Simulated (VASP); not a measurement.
# TiSi (Cmmm) in VASP: single point with PBEsol

Aim: the single point of TiSi with PBEsol.

Program: VASP 6.6.1. These are calculated values, not measurements. Logs are shortened: lines on timing, memory, paths and dates and some standing lists are left out, and cuts for length are marked.

### Step 1. The cell of the first run

The structure is orthorhombic, space group Cmmm (No. 65). The conventional cell has a = 3.457 Å, b = 4.474 Å, c = 3.638 Å, α = 90.00°, β = 90.00°, γ = 90.00°. Within 3.3 Å of Ti (site symmetry mmm) lie 8 Si at 2.51 to 2.88 Å and 4 Ti at 2.83 Å. Si (site symmetry mmm) has 8 Ti at 2.51 to 2.88 Å and 4 Si at 2.83 Å within 3.3 Å.

### Step 2. Single point, PBEsol (strain -0.040 along x and y, +0.080 along z)

INCAR

```
PREC = Accurate
ENCUT = 520
EDIFF = 1E-6
ISMEAR = 0
SIGMA = 0.15
LREAL = False
LASPH = True
NELM = 100
ALGO = Normal
ISIF = 2
LWAVE = False
LCHARG = False
GGA = PS
NBANDS = 42
```

KPOINTS

```
Automatic mesh
0
Gamma
  12 6 10
```

POSCAR

```
TiSi
1.0
    3.4567600234      0.0000000000      0.0000000000
    0.0000000000      7.2754224254      0.0000000000
    0.0000000000      0.0000000000      4.4743300514
Ti Si
4 4
Direct
    0.0000000000      0.5000000000      0.0507500000
    0.5000000000      0.5000000000      0.5507500000
    0.5000000000      0.0000000000      0.5507500000
    0.0000000000      0.0000000000      0.0507500000
    0.0000000000      0.7500000000      0.5507500000
    0.0000000000      0.2500000000      0.5507500000
    0.5000000000      0.2500000000      0.0507500000
    0.5000000000      0.7500000000      0.0507500000
```

Potentials or basis: VASP PAW PBE potentials, release 64 (Ti_sv, Si).

Command:

```sh
$ cat potpaw_PBE.64/Ti_sv/POTCAR potpaw_PBE.64/Si/POTCAR > POTCAR
$ mpirun -np 1 vasp_std > vasp.out
```

OUTCAR:

```text
PREC = Accurate
   ENCUT = 520
   EDIFF = 1E-6
   ISMEAR = 0
   LREAL = False
   LASPH = True
   NELM = 100
   ISIF = 2
   GGA = PS

 ion  position               nearest neighbor table
   1  0.000  0.500  0.051-   7 2.51   8 2.51   7 2.51   8 2.51   2 2.83   2 2.83   2 2.83   2 2.83
                             6 2.88   5 2.88   5 2.88   6 2.88
   2  0.500  0.500  0.551-   5 2.51   6 2.51   5 2.51   6 2.51   1 2.83   1 2.83   1 2.83   1 2.83
                             8 2.88   7 2.88   7 2.88   8 2.88
   3  0.500  0.000  0.551-   5 2.51   6 2.51   5 2.51   6 2.51   4 2.83   4 2.83   4 2.83   4 2.83
                             8 2.88   7 2.88   7 2.88   8 2.88
   4  0.000  0.000  0.051-   7 2.51   8 2.51   7 2.51   8 2.51   3 2.83   3 2.83   3 2.83   3 2.83
                             6 2.88   5 2.88   5 2.88   6 2.88
   5  0.000  0.750  0.551-   2 2.51   3 2.51   2 2.51   3 2.51   8 2.83   8 2.83   8 2.83   8 2.83
                             1 2.88   1 2.88   4 2.88   4 2.88
   6  0.000  0.250  0.551-   2 2.51   3 2.51   2 2.51   3 2.51   7 2.83   7 2.83   7 2.83   7 2.83
                             1 2.88   1 2.88   4 2.88   4 2.88
   7  0.500  0.250  0.051-   1 2.51   4 2.51   1 2.51   4 2.51   6 2.83   6 2.83   6 2.83   6 2.83
                             3 2.88   2 2.88   3 2.88   2 2.88
   8  0.500  0.750  0.051-   1 2.51   4 2.51   1 2.51   4 2.51   5 2.83   5 2.83   5 2.83   5 2.83
                             3 2.88   2 2.88   3 2.88   2 2.88

  LATTYP: Found a simple orthorhombic cell.
 ALAT       =     3.4567600234
 B/A-ratio  =     1.2943710356
 C/A-ratio  =     2.1046940997

  Lattice vectors:

 A1 = (  -3.4567600234,   0.0000000000,   0.0000000000)
 A2 = (   0.0000000000,   0.0000000000,   4.4743300514)
 A3 = (   0.0000000000,   7.2754224254,   0.0000000000)

Analysis of symmetry for initial positions (statically):
=====================================================================
 Subroutine PRICEL returns following result:

  LATTYP: Found a base centered orthorhombic cell.
 ALAT       =     3.4567600234
 B/A-ratio  =     1.2943710356
 C/A-ratio  =     1.0523470499

  Lattice vectors:

 A1 = (   1.7283800117,   0.0000000000,   2.2371650257)
 A2 = (   1.7283800117,   0.0000000000,  -2.2371650257)
 A3 = (   0.0000000000,   3.6377112127,   0.0000000000)

   4 primitive cells build up your supercell.

 Routine SETGRP: Setting up the symmetry group for a
 simple orthorhombic supercell.

 Subroutine GETGRP returns: Found  8 space group operations
 (whereof  4 operations were pure point group operations)
 out of a pool of  8 trial point group operations.

The static configuration has the point symmetry C_2v.
 The point group associated with its full space group is D_2h.

Analysis of symmetry for dynamics (positions and initial velocities):
=====================================================================
 Subroutine PRICEL returns following result:

  LATTYP: Found a base centered orthorhombic cell.
 ALAT       =     3.4567600234
 B/A-ratio  =     1.2943710356
 C/A-ratio  =     1.0523470499

  Lattice vectors:

 A1 = (   1.7283800117,   0.0000000000,   2.2371650257)
 A2 = (   1.7283800117,   0.0000000000,  -2.2371650257)
 A3 = (   0.0000000000,   3.6377112127,   0.0000000000)

   4 primitive cells build up your supercell.

 Routine SETGRP: Setting up the symmetry group for a
 simple orthorhombic supercell.

 Subroutine GETGRP returns: Found  8 space group operations
 (whereof  4 operations were pure point group operations)
 out of a pool of  8 trial point group operations.

The dynamic configuration has the point symmetry C_2v.
 The point group associated with its full space group is D_2h.

 Subroutine INISYM returns: Found  8 space group operations
 (whereof  4 operations are pure point group operations),
 and found     4 'primitive' translations

----------------------------------------------------------------------------------------

                                     Primitive cell

  volume of cell :      28.1317

  direct lattice vectors                    reciprocal lattice vectors
     1.728380012  0.000000000  2.237165026     0.289288233  0.000000000  0.223497147
     1.728380012  0.000000000 -2.237165026     0.289288233  0.000000000 -0.223497147
     0.000000000  3.637711213  0.000000000     0.000000000  0.274898127  0.000000000

  length of vectors
     2.827048782  2.827048782  3.637711213     0.365566214  0.365566214  0.274898127

  position of ions in fractional coordinates (direct lattice)
     0.050750000  0.949250000  0.000000000
     0.550750000  0.449250000  0.500000000

  ion indices of the primitive-cell ions
   primitive index   ion index
                 1           1
                 2           5

----------------------------------------------------------------------------------------

 KPOINTS: Automatic mesh

Automatic generation of k-mesh.
 Grid dimensions read from file:
 generate k-points for:   12    6   10

 Generating k-lattice:

  Cartesian coordinates                     Fractional coordinates (reciprocal lattice)
     0.024107353  0.000000000  0.000000000     0.083333333  0.000000000  0.000000000
     0.000000000  0.022908177  0.000000000     0.000000000  0.166666667  0.000000000
     0.000000000  0.000000000  0.022349715     0.000000000  0.000000000  0.100000000

  Length of vectors
     0.024107353  0.022908177  0.022349715

  Shift w.r.t. Gamma in fractional coordinates (k-lattice)
     0.000000000  0.000000000  0.000000000

 Subroutine IBZKPT returns following result:
 ===========================================

 Found    168 irreducible k-points:

 Following reciprocal coordinates:
            Coordinates               Weight
  0.000000  0.000000  0.000000      1.000000
  0.083333  0.000000  0.000000      2.000000
  0.166667  0.000000  0.000000      2.000000
  0.250000  0.000000  0.000000      2.000000
  0.333333  0.000000  0.000000      2.000000
  0.416667  0.000000  0.000000      2.000000
[... 16 lines left out ...]
  0.083333  0.500000  0.000000      2.000000
  0.166667  0.500000  0.000000      2.000000
 [... further k-points ...]
   k-points           NKPTS =    168   k-points in BZ     NKDIM =    168   number of bands    NBANDS=     42
   number of dos      NEDOS =    301   number of ions     NIONS =      8
   total plane-waves  NPLWV =  54432
   dimension x,y,z NGX =    28 NGY =   54 NGZ =   36
   dimension x,y,z NGXF=    56 NGYF=  108 NGZF=   72
   ions per type =               4   4
   NGX,Y,Z   is equivalent  to a cutoff of  13.47, 12.34, 13.38 a.u.
   NGXF,Y,Z  is equivalent  to a cutoff of  26.93, 24.68, 26.75 a.u.
 SYSTEM =  unknown system
   PREC   = accura    normal or accurate (medium, high low for compatibility)
   ISTART =      0    job   : 0-new  1-cont  2-samecut
   ICHARG =      2    charge: 1-file 2-atom 10-const
   ISPIN  =      1    spin polarized calculation?
   LNONCOLLINEAR =      F non collinear calculations
   LSORBIT =      F    spin-orbit coupling
   LASPH  =      T    aspherical Exc in radial PAW
   ENCUT  =  520.0 eV  38.22 Ry    6.18 a.u.   6.43 13.53  8.32*2*pi/ulx,y,z
   NELM   =    100;   NELMIN=  2; NELMDL= -5     # of ELM steps
   EDIFF  = 0.1E-05   stopping-criterion for ELM
   LREAL  =      F    real-space projection
   EDIFFG = 0.1E-04   stopping-criterion for IOM
   NSW    =      0    number of steps for IOM
   IBRION =     -1    ionic relax: 0-MD 1-quasi-New 2-CG
   NFREE  =      0    steps in history (QN), initial steepest desc. (CG)
   ISIF   =      2    stress and relaxation
   ISYM   =      2    0-nonsym 1-usesym 2-fastsym
   POTIM  = 0.5000    time-step for ionic-motion
   TEBEG  =    0.0;   TEEND  =   0.0 temperature during run
   PSTRESS=    0.0 pullay stress
   NELECT =      64.0000    total number of electrons
   NUPDOWN=      -1.0000    fix difference up-down
   EMIN   =  10.00;   EMAX   =-10.00  energy-range for DOS
   EFERMI =   0.00;   METHOD = LEGACY
   ISMEAR =     0;   SIGMA  =   0.15  broadening in eV -4-tet -1-fermi 0-gaus
   EFERMI_NEDOS =   21; number of points for ismear=-14 and -15
   IALGO  =     38    algorithm
   IMIX   =      4    mixing-type and parameters
     AMIX     =   0.40;   BMIX     =  1.00
     AMIX_MAG =   1.60;   BMIX_MAG =  1.00
  volume/ion in A,a.u.               =      14.07        94.92
  Fermi-wavevector in a.u.,A,eV,Ry     =   1.356385  2.563196 25.031733  1.839780
  Thomas-Fermi vector in A             =   2.483393
   LORBIT       =      0    0 simple, 1 ext, 2 COOP (PROOUT), +10 PAW based schemes
   GGA     = PS    functional components
   LHFCALC =     F    Hartree Fock is set to
   AEXX    =    0.0000 exact exchange contribution
   IVDW    =     0    specifies the selected vdW correction
   LEPSILON=     F    determine dielectric tensor
   LRPA    =     F    only Hartree local field effects (RPA)
 non-spin polarized calculation
 Gauss-broadening in eV      SIGMA  =   0.15
  energy-cutoff  :      520.00
  volume of cell :      112.53
 maximum number of plane-waves:      3059
 NGX is ok and might be reduce to    28
   NGX = 13   NGY = 27   NGZ = 17

 number of electron      64.0000006 magnetization

 Free energy of the ion-electron system (eV)
  ---------------------------------------------------
  ext. energy  EPLUGINS =         0.00000000
  ---------------------------------------------------
  free energy    TOTEN  =       -60.95248107 eV

  energy without entropy =      -60.89568223  energy(sigma->0) =      -60.92408165

 E-fermi :  10.2473     XC(G=0): -12.0120

 val. band max:       10.2429829576   @ k =   0.2500   0.0000   0.1000
 cond. band min:      10.2518847797   @ k =   0.2500   0.1667   0.1000
 fundamental gap:      0.0089018220
 Fermi energy:        10.2473167855

 k-point     1 :       0.0000    0.0000    0.0000
  band No.  band energies     occupation
      1     -45.9500      2.00000
      2     -45.9465      2.00000
      3     -45.8307      2.00000
      4     -45.8279      2.00000
      5     -22.5436      2.00000
      6     -22.5356      2.00000
[... 34 lines left out ...]
     41      12.9219      0.00000
     42      12.9421      0.00000
[... 994 lines left out ...]
      2     -45.9390      2.00000
      3     -45.8359      2.00000
      4     -45.8359      2.00000
      5     -22.5018      2.00000
      6     -22.5018      2.00000
[... 34 lines left out ...]
     41      12.8690      0.00000
     42      12.8719      0.00000

 [... further k-points ...]

------------------------ aborting loop because EDIFF is reached ----------------------------------------

  FORCE on cell =-STRESS in cart. coord.  units (eV):
  Direction    XX          YY          ZZ          XY          YZ          ZX
  --------------------------------------------------------------------------------------
  -------------------------------------------------------------------------------------
  Total        7.1117138      6.6207999     -2.5748560      0.0000000      0.0000000      0.0000000
  in kB      101.2580100     94.2682804    -36.6613177      0.0000000      0.0000000      0.0000000
  external PRESSURE =      52.9549909 kB  Pullay stress =       0.0000000 kB

 VOLUME and BASIS-vectors are now :
 -----------------------------------------------------------------------------
  energy-cutoff  :      520.00
  volume of cell :      112.53
      direct lattice vectors                 reciprocal lattice vectors
     3.456760023  0.000000000  0.000000000     0.289288233  0.000000000  0.000000000
     0.000000000  7.275422425  0.000000000     0.000000000  0.137449064  0.000000000
     0.000000000  0.000000000  4.474330051     0.000000000  0.000000000  0.223497147

 POSITION                                       TOTAL-FORCE (eV/Angst)
 -----------------------------------------------------------------------------------
      0.00000      3.63771      0.22707         0.000000     -0.000000      0.000000
      1.72838      3.63771      2.46424         0.000000     -0.000000      0.000000
      1.72838      0.00000      2.46424         0.000000     -0.000000     -0.000000
      0.00000      0.00000      0.22707        -0.000000     -0.000000     -0.000000
      0.00000      5.45657      2.46424        -0.000000     -0.000000      0.000000
      0.00000      1.81886      2.46424        -0.000000      0.000000      0.000000
      1.72838      1.81886      0.22707        -0.000000     -0.000000      0.000000
      1.72838      5.45657      0.22707        -0.000000      0.000000      0.000000
 -----------------------------------------------------------------------------------
    total drift:                                0.000000      0.000000      0.000052

  FREE ENERGIE OF THE ION-ELECTRON SYSTEM (eV)
  ---------------------------------------------------
  free  energy   TOTEN  =       -60.9524810725 eV

  energy  without entropy=      -60.8956822313  energy(sigma->0) =      -60.92408165
```

It took 6.2 min on 1 thread of Intel Xeon 6975P-C (Granite Rapids), shared host; peak memory 0.64 GiB.

What came out:

| Item | Value |
| --- | --- |
| Free energy | -60.9525 eV |
| Pressure | 5.3 GPa |
| Band gap on the k mesh | zero (bands 32 and 33 overlap by 0.75 eV) |

Caveat: the cell differs from its parent crystal (strain -0.040 along x and y, +0.080 along z); the cell stands under pressure; the PAW data sets were made with another functional, which shifts forces and pressure a little.
